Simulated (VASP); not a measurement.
# CdS (Hawleyite) (F-43m) in VASP: notebook

The runs below take CdS (Hawleyite) through single point, with PBE+D3(BJ).

Program: VASP 6.6.1. These are calculated values, not measurements. Logs are shortened: lines on timing, memory, paths and dates and some standing lists are left out, and cuts for length are marked.

## (1) The cell of the first run

The structure is cubic, space group F-43m (No. 216). The conventional cell has a = 5.833 Å, b = 5.833 Å, c = 5.833 Å, α = 90.00°, β = 90.00°, γ = 90.00°. Within 3.3 Å of Cd (site symmetry -43m) lie 4 S at 2.53 Å. S (site symmetry -43m) has 4 Cd at 2.53 Å within 3.3 Å.

## (2) Single point, PBE+D3(BJ), non-collinear spin, zero start, spin-orbit coupling

File INCAR:

```
PREC = Accurate
ENCUT = 520
EDIFF = 1E-7
ISMEAR = -1
SIGMA = 0.1
LREAL = False
LASPH = True
NELM = 150
ALGO = Normal
ISIF = 2
LWAVE = False
LCHARG = True
MAGMOM = 0 0 0 0 0 0
LORBIT = 11
LSORBIT = True
GGA_COMPAT = False
LORBMOM = True
GGA = PE
IVDW = 12
LVHAR = True
NBANDS = 30
```

File KPOINTS:

```
Automatic mesh
0
Gamma
  8 8 8
```

File POSCAR:

```
CdS
1.0
    0.0000000000      2.9165000000      2.9165000000
    2.9165000000      0.0000000000      2.9165000000
    2.9165000000      2.9165000000      0.0000000000
Cd S
1 1
Direct
    0.0000000000      0.0000000000      0.0000000000
    0.7500000000      0.7500000000      0.7500000000
```

Potentials or basis: VASP PAW PBE potentials, release 64 (Cd, S).

On the command line:

```sh
cat potpaw_PBE.64/Cd/POTCAR potpaw_PBE.64/S/POTCAR > POTCAR
mpirun -np 1 vasp_ncl > vasp.out
```

OUTCAR:

```text
PREC = Accurate
   ENCUT = 520
   EDIFF = 1E-7
   ISMEAR = -1
   LREAL = False
   LASPH = True
   NELM = 150
   ISIF = 2
   LORBIT = 11
   LSORBIT = True
   GGA = PE
   IVDW = 12
 IVDW          = 12

 ion  position               nearest neighbor table
   1  0.000  0.000  0.000-   2 2.53   2 2.53   2 2.53   2 2.53
   2  0.750  0.750  0.750-   1 2.53   1 2.53   1 2.53   1 2.53

  LATTYP: Found a face centered cubic cell.
 ALAT       =     5.8330000000

  Lattice vectors:

 A1 = (   0.0000000000,   2.9165000000,   2.9165000000)
 A2 = (   2.9165000000,   0.0000000000,   2.9165000000)
 A3 = (   2.9165000000,   2.9165000000,   0.0000000000)

Analysis of symmetry for initial positions (statically):
=====================================================================
 Subroutine PRICEL returns:
 Original cell was already a primitive cell.

 Routine SETGRP: Setting up the symmetry group for a
 face centered cubic supercell.

 Subroutine GETGRP returns: Found 24 space group operations
 (whereof 24 operations were pure point group operations)
 out of a pool of 48 trial point group operations.

The static configuration has the point symmetry T_d .

Analysis of symmetry for dynamics (positions and initial velocities):
=====================================================================
 Subroutine PRICEL returns:
 Original cell was already a primitive cell.

 Routine SETGRP: Setting up the symmetry group for a
 face centered cubic supercell.

 Subroutine GETGRP returns: Found 24 space group operations
 (whereof 24 operations were pure point group operations)
 out of a pool of 48 trial point group operations.

The dynamic configuration has the point symmetry T_d .

Analysis of structural, dynamic, and magnetic symmetry:
=====================================================================
 Subroutine PRICEL returns:
 Original cell was already a primitive cell.

 Routine SETGRP: Setting up the symmetry group for a
 face centered cubic supercell.

 Subroutine GETGRP returns: Found 24 space group operations
 (whereof 24 operations were pure point group operations)
 out of a pool of 48 trial point group operations.

The overall configuration has the point symmetry T_d .

 Subroutine INISYM returns: Found 24 space group operations
 (whereof 24 operations are pure point group operations),
 and found     1 'primitive' translations

----------------------------------------------------------------------------------------

                                     Primitive cell

  volume of cell :      49.6153

  direct lattice vectors                    reciprocal lattice vectors
     0.000000000  2.916500000  2.916500000    -0.171438368  0.171438368  0.171438368
     2.916500000  0.000000000  2.916500000     0.171438368 -0.171438368  0.171438368
     2.916500000  2.916500000  0.000000000     0.171438368  0.171438368 -0.171438368

  length of vectors
     4.124553855  4.124553855  4.124553855     0.296939964  0.296939964  0.296939964

  position of ions in fractional coordinates (direct lattice)
     0.000000000  0.000000000  0.000000000
     0.750000000  0.750000000  0.750000000

  ion indices of the primitive-cell ions
   primitive index   ion index
                 1           1
                 2           2

----------------------------------------------------------------------------------------

 KPOINTS: Automatic mesh

Automatic generation of k-mesh.
 Grid dimensions read from file:
 generate k-points for:    8    8    8

 Generating k-lattice:

  Cartesian coordinates                     Fractional coordinates (reciprocal lattice)
    -0.021429796  0.021429796  0.021429796     0.125000000  0.000000000  0.000000000
     0.021429796 -0.021429796  0.021429796     0.000000000  0.125000000  0.000000000
     0.021429796  0.021429796 -0.021429796     0.000000000  0.000000000  0.125000000

  Length of vectors
     0.037117495  0.037117495  0.037117495

[... 95 lines left out ...]
 number of electron      18.0000004 magnetization      -0.0000000      0.0000000      0.0000000

 Free energy of the ion-electron system (eV)
  ---------------------------------------------------
  ext. energy  EPLUGINS =         0.00000000
  ---------------------------------------------------
  free energy    TOTEN  =        -6.15075851 eV

  energy without entropy =       -6.15069732  energy(sigma->0) =       -6.15072791

 E-fermi :   2.0096     XC(G=0):  -9.1498

 val. band max:        1.3284211985   @ k =   0.0000   0.0000   0.0000
 cond. band min:       2.4636049563   @ k =   0.0000   0.0000   0.0000
 fundamental gap:      1.1351837578
 Fermi energy:         2.0095695081

 k-point     1 :       0.0000    0.0000    0.0000
  band No.  band energies     occupation
      1     -11.0571      1.00000
      2     -11.0571      1.00000
      3      -6.6759      1.00000
      4      -6.6759      1.00000
      5      -6.6759      1.00000
      6      -6.6759      1.00000
[... 781 lines left out ...]
     29      13.9726      0.00000
     30      13.9827      0.00000

 [... further k-points ...]

------------------------ aborting loop because EDIFF is reached ----------------------------------------

 Edisp (eV)   -0.61331

 E8    (eV) :    -0.2499

  FORCE on cell =-STRESS in cart. coord.  units (eV):
  Direction    XX          YY          ZZ          XY          YZ          ZX
  --------------------------------------------------------------------------------------
  -------------------------------------------------------------------------------------
  Total       0.29183     0.29183     0.29183     0.00000    -0.00000     0.00000
  in kB       9.42384     9.42384     9.42384     0.00000    -0.00000     0.00000
  external pressure =        9.42 kB  Pullay stress =        0.00 kB

 VOLUME and BASIS-vectors are now :
 -----------------------------------------------------------------------------
  energy-cutoff  :      520.00
  volume of cell :       49.62
      direct lattice vectors                 reciprocal lattice vectors
     0.000000000  2.916500000  2.916500000    -0.171438368  0.171438368  0.171438368
     2.916500000  0.000000000  2.916500000     0.171438368 -0.171438368  0.171438368
     2.916500000  2.916500000  0.000000000     0.171438368  0.171438368 -0.171438368

 POSITION                                       TOTAL-FORCE (eV/Angst)
 -----------------------------------------------------------------------------------
      0.00000      0.00000      0.00000        -0.000000     -0.000000     -0.000000
      4.37475      4.37475      4.37475         0.000000      0.000000      0.000000
 -----------------------------------------------------------------------------------
    total drift:                               -0.000000     -0.000000     -0.000000

  FREE ENERGIE OF THE ION-ELECTRON SYSTEM (eV)
  ---------------------------------------------------
  free  energy   TOTEN  =        -6.7640638983 eV

  energy  without entropy=       -6.7640027143  energy(sigma->0) =       -6.76403331

 orbital moment (x)

 # of ion     p       d       tot
 ----------------------------------------
  1        -0.000   0.000   0.000
  2        -0.000   0.000  -0.000
 ----------------------------------------
           -0.000   0.000   0.000

 orbital moment (y)

 # of ion     p       d       tot
 ----------------------------------------
  1        -0.000   0.000   0.000
  2        -0.000   0.000  -0.000
 ----------------------------------------
           -0.000   0.000   0.000

 orbital moment (z)

 # of ion     p       d       tot
 ----------------------------------------
  1         0.000   0.000   0.000
  2         0.000   0.000   0.000
 ----------------------------------------
            0.000   0.000   0.000

 Spin-Orbit-Coupling matrix elements

 Ion:    1  E_soc:     -0.0569903
 l=   1
     0.0000000    -0.0024871    -0.0024871
    -0.0024871     0.0000000    -0.0024871
    -0.0024871    -0.0024871     0.0000000
 l=   2
     0.0000000    -0.0014313     0.0000000    -0.0014313    -0.0055800
    -0.0014313     0.0000000    -0.0041850    -0.0014313    -0.0013950
     0.0000000    -0.0041850     0.0000000    -0.0041850     0.0000000
    -0.0014313    -0.0014313    -0.0041850     0.0000000    -0.0013950
    -0.0055800    -0.0013950     0.0000000    -0.0013950     0.0000000
 l=   3
     0.0000000     0.0000000     0.0000000     0.0000000     0.0000000     0.0000000     0.0000000
     0.0000000     0.0000000     0.0000000     0.0000000     0.0000000     0.0000000     0.0000000
     0.0000000     0.0000000     0.0000000     0.0000000     0.0000000     0.0000000     0.0000000
     0.0000000     0.0000000     0.0000000     0.0000000     0.0000000     0.0000000     0.0000000
     0.0000000     0.0000000     0.0000000     0.0000000     0.0000000     0.0000000     0.0000000
     0.0000000     0.0000000     0.0000000     0.0000000     0.0000000     0.0000000     0.0000000
     0.0000000     0.0000000     0.0000000     0.0000000     0.0000000     0.0000000     0.0000000

 Ion:    2  E_soc:     -0.0021236
 l=   1
     0.0000000    -0.0003539    -0.0003539
    -0.0003539     0.0000000    -0.0003539
    -0.0003539    -0.0003539     0.0000000
 l=   2
     0.0000000     0.0000000     0.0000000     0.0000000     0.0000000
     0.0000000     0.0000000     0.0000000     0.0000000     0.0000000
     0.0000000     0.0000000     0.0000000     0.0000000     0.0000000
     0.0000000     0.0000000     0.0000000     0.0000000     0.0000000
     0.0000000     0.0000000     0.0000000     0.0000000     0.0000000
 l=   3
     0.0000000     0.0000000     0.0000000     0.0000000     0.0000000     0.0000000     0.0000000
     0.0000000     0.0000000     0.0000000     0.0000000     0.0000000     0.0000000     0.0000000
     0.0000000     0.0000000     0.0000000     0.0000000     0.0000000     0.0000000     0.0000000
     0.0000000     0.0000000     0.0000000     0.0000000     0.0000000     0.0000000     0.0000000
     0.0000000     0.0000000     0.0000000     0.0000000     0.0000000     0.0000000     0.0000000
     0.0000000     0.0000000     0.0000000     0.0000000     0.0000000     0.0000000     0.0000000
     0.0000000     0.0000000     0.0000000     0.0000000     0.0000000     0.0000000     0.0000000

 total charge

# of ion       s       p       d       tot
------------------------------------------
    1        0.427   0.328   9.565  10.319
    2        1.323   2.404   0.000   3.727
--------------------------------------------------
tot          1.750   2.732   9.565  14.046

 magnetization (x)

# of ion       s       p       d       tot
------------------------------------------
    1        0.000   0.000   0.000   0.000
    2       -0.000   0.000   0.000   0.000
--------------------------------------------------
tot         -0.000   0.000   0.000   0.000

 magnetization (y)

# of ion       s       p       d       tot
------------------------------------------
    1        0.000   0.000   0.000   0.000
    2       -0.000   0.000   0.000   0.000
--------------------------------------------------
tot         -0.000   0.000   0.000   0.000

 magnetization (z)

# of ion       s       p       d       tot
------------------------------------------
    1        0.000   0.000  -0.000   0.000
    2        0.000   0.000   0.000   0.000
--------------------------------------------------
tot          0.000   0.000  -0.000   0.000
```

Wall time 3.8 min (1 thread of Intel Xeon 8259CL, shared host); peak memory 0.37 GiB.

Results:

```
Free energy                                           : -6.7641 eV
Pressure                                              : 0.9 GPa
Net moment                                            : 0.00 μB per cell
Valence electrons inside the program's atomic spheres : Cd 10.32; S 3.73
Dispersion energy per atom                            : -0.307 eV
```

Moments on the atoms (μB; x, y, z):
```
Cd  0.00 0.00 0.00
S   0.00 0.00 0.00
```

(Part 1 of 2 ends here.)
